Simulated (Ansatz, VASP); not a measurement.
# One calculation of As, two programs

```
As
1.0
     1.90377    1.09914    3.61278
    -1.90377    1.09914    3.61278
     0.00000   -2.19829    3.61278
As
2
Direct
  0.77378 0.77378 0.77378
  0.22622 0.22622 0.22622
```

Alike in both runs: functional PBE; k mesh 12 × 12 × 12; occupations gaussian, width 0.1 eV; no spin polarisation.

Ansatz relaxed the structure, and its values are those at the end. VASP's run is a single point on that final structure, the one shown.

|  | VASP | Ansatz |
| --- | --- | --- |
| version | VASP 6.6.1 | Ansatz 0.2.0 |
| potentials or method | VASP PAW PBE potentials, release 64 (As), cutoff 520 eV | scalar-relativistic, plane waves, PAW |
| valence electrons in the cell | 10 | 30 |

Ansatz gave:

| Item | Value |
| --- | --- |
| gap on the k mesh at the Fermi level (eV) | none |
| pressure (GPa) | 0.0 |
| rms of the force components (eV/Å) | 0.000 |

Task: Estimate VASP's values.

Result: gap on the k mesh at the Fermi level (eV): none; pressure (GPa): 0.3; rms of the force components (eV/Å): 0.028.

A gap of «none» marks a metal or a gap that the smearing closes. VASP's potentials hold 10 valence electrons a cell and Ansatz's 30, so a difference there can come from the potentials and not from the codes.
